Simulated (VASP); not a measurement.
Write the native input for VASP 6.6.1 that does the following.

* Task: single point
* Functional: LDA
* Potentials or basis: VASP PAW LDA potentials, release 64 (Sb)
* Cutoff: 520 eV
* k mesh: 8 × 8 × 8
* Occupations: fermi-dirac, width 0.05 eV
* Spin: no spin polarisation
* Dipole correction: no
* Further INCAR settings: ALGO = Normal; EDIFF = 1e-07; NBANDS = 12

The structure of Sb lies in POSCAR:

```
Sb
1.0
    2.1487186906      1.2405633145      3.6559808170
   -2.1487186906      1.2405633145      3.6559808170
    0.0000000000     -2.4811266289      3.6559808170
Sb
2
Direct
    0.7646387302      0.7646387302      0.7646387302
    0.2353612698      0.2353612698      0.2353612698
```

One way to write it, as run:

INCAR

```
PREC = Accurate
ENCUT = 520
EDIFF = 1E-7
ISMEAR = -1
SIGMA = 0.05
LREAL = F
LASPH = T
NELM = 60
ALGO = Normal
ISIF = 2
LWAVE = F
LCHARG = F
GGA = CA
NBANDS = 12
```

KPOINTS

```
Automatic mesh
0
Gamma
  8 8 8
```

Potentials or basis: VASP PAW LDA potentials, release 64 (Sb).

Run with:

```console
$ cat potpaw_LDA.64/Sb/POTCAR > POTCAR
$ mpirun -np 1 vasp_std > vasp.out
```

Results of the run:

| Property | Result |
| --- | --- |
| Pressure | 0.3 GPa |
| Largest force | 0.072 eV/Å |
| Band gap on the k mesh | zero (band 5 reaches 7.57 eV, above the bottom of band 6 at 7.33 eV) |

Caveat: spin-orbit coupling is left out, which moves the levels of the heavy elements.

Wall time 28 s on 1 thread of Intel Xeon 6975P-C, on a shared host, peak memory 0.19 GiB.
